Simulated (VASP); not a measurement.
Crystal: Fe.

```
Fe
1.0
    -1.46199    1.46199    1.46199
     1.46199   -1.46199    1.46199
     1.46199    1.46199   -1.46199
Fe
1
Direct
  0.00000 0.00000 0.00000
```

Base run:

| Quantity | Value |
| --- | --- |
| Program | VASP 6.6.1 |
| Functional | b88 exchange, pbe correlation |
| Potentials or basis | VASP PAW PBE potentials, release 64 (Fe) |
| Cutoff | 600 eV |
| k mesh | 13 × 13 × 13 |
| Occupations | fermi-dirac, width 0.05 eV |
| Spin | collinear spin, ferromagnetic start |
| Starting moments | [3.0] μB |

Its results: pressure -12.9 GPa; net moment 2.43 μB per cell; site moments Fe +2.44 μB.

Problem. After a change of settings the same cell gave: pressure 38.0 GPa; net moment 3.17 μB per cell; site moments Fe +3.34 μB. Which change was it?
A. functional from b88 exchange, pbe correlation to BLYP; cutoff from 600 eV to 520 eV; dispersion from none to D4
B. functional from b88 exchange, pbe correlation to r2SCAN; cutoff from 600 eV to 520 eV; dispersion from none to D4
C. functional from b88 exchange, pbe correlation to HF; cutoff from 600 eV to 520 eV; k mesh from 13 × 13 × 13 to 7 × 7 × 7
D. functional from b88 exchange, pbe correlation to PBEsol; cutoff from 600 eV to 520 eV

Solution. C.

Caveats: some runs use coarse meshes; the PAW data sets were made with another functional, which shifts forces and pressure a little; the cell stands under tension (at least some runs).
